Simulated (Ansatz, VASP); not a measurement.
## MgO: VASP beside Ansatz

```
CELL_PARAMETERS angstrom
3.39162 0.00000 0.00000
-1.69581 2.93723 0.00000
0.00000 0.00000 10.23013
ATOMIC_POSITIONS crystal
Mg 0.33333 0.66667 0.96949
Mg 0.00000 0.00000 0.22082
Mg 0.00000 0.00000 0.72082
Mg 0.66667 0.33333 0.46949
O 0.33333 0.66667 0.78004
O 0.00000 0.00000 0.52964
O 0.00000 0.00000 0.02964
O 0.66667 0.33333 0.28004
```

Alike in both runs: task single point; functional PBE; k mesh 9 × 9 × 4; occupations gaussian, width 0.05 eV; no spin polarisation.

|  | VASP | Ansatz |
| --- | --- | --- |
| version | VASP 6.6.1 | Ansatz 0.2.0 |
| potentials or method | VASP PAW PBE potentials, release 64 (Mg, O), cutoff 520 eV | scalar-relativistic, plane waves, PAW |
| valence electrons in the cell | 32 | 64 |

|  | VASP | Ansatz | Ansatz less VASP |
| --- | --- | --- | --- |
| gap on the k mesh at the Fermi level (eV) | 3.11 | 3.13 | +0.020 |
| least direct gap on the mesh (eV) | 3.11 | 3.13 | +0.020 |
| pressure (GPa) | -4.2 | -3.8 | +0.43 |
| traceless stress, the component that is largest in VASP (GPa) | 8.28 | 8.16 | -0.121 |
| rms of the force components (eV/Å) | 0.295 | 0.293 | -0.0026 |

Atom by atom the forces differ by 0.003 eV/Å (rms over components). VASP's potentials hold 32 valence electrons a cell and Ansatz's 64, so a difference there can come from the potentials and not from the codes.
